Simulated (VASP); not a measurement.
Input of a VASP 6.6.1 run:

File INCAR:

```
SYSTEM = SrAlO4
ALGO = Normal
EDIFF = 1E-6
ENCUT = 520
GGA = PE
ISIF = 2
ISMEAR = 0
ISPIN = 2
LASPH = .True.
LCHARG = .True.
LELF = .True.
LORBIT = 11
LREAL = .False.
LVHAR = .True.
LWAVE = .False.
MAGMOM = 0 0 1 1 1 1
NBANDS = 32
NELM = 150
PREC = Accurate
SIGMA = 0.1
```

Contents of KPOINTS:

```
k-points
0
Gamma
  4 4 4
  0 0 0
```

File POSCAR:

```
SrAlO4
1.0
    3.7620000000      0.0000000000      0.0000000000
    0.0000000000      3.7620000000      0.0000000000
    0.0000000000      0.0000000000      6.2494897400
Sr Al O
1 1 4
Direct
    0.5000000000      0.5000000000      0.5000000000
    0.0000000000      0.0000000000      0.0000000000
    0.0000000000      0.0000000000      0.6959751800
    0.5000000000      0.0000000000      0.0000000000
    0.0000000000      0.5000000000      0.0000000000
    0.0000000000      0.0000000000      0.3040248200
```

Potentials or basis: VASP PAW PBE potentials, release 64 (Sr_sv, Al, O).

Launch:

```bash
$ cat potpaw_PBE.64/Sr_sv/POTCAR potpaw_PBE.64/Al/POTCAR potpaw_PBE.64/O/POTCAR > POTCAR
$ mpirun -np 1 vasp_std > vasp.out
```

Task: Predict the site moments.

Result: Sr -0.01; Al -0.02; O +0.56, +0.73 (each value once) μB.

Task: Predict the net moment.

Result: 3.00 μB per cell.

Task: Predict the pressure.

Result: -7.7 GPa.

Task: What does it give for the largest force?

Result: 0.298 eV/Å.

Forces in eV/Å, atoms in the order of the input:
```
Sr   0.000  0.000  0.000
Al   0.000  0.000  0.000
O    0.000  0.000 -0.298
O    0.000  0.000  0.000
O    0.000  0.000  0.000
O    0.000  0.000  0.298
```

Caveat: the k points lie up to 0.42 Å⁻¹ apart, too coarse for converged energies and pressures of a metal.
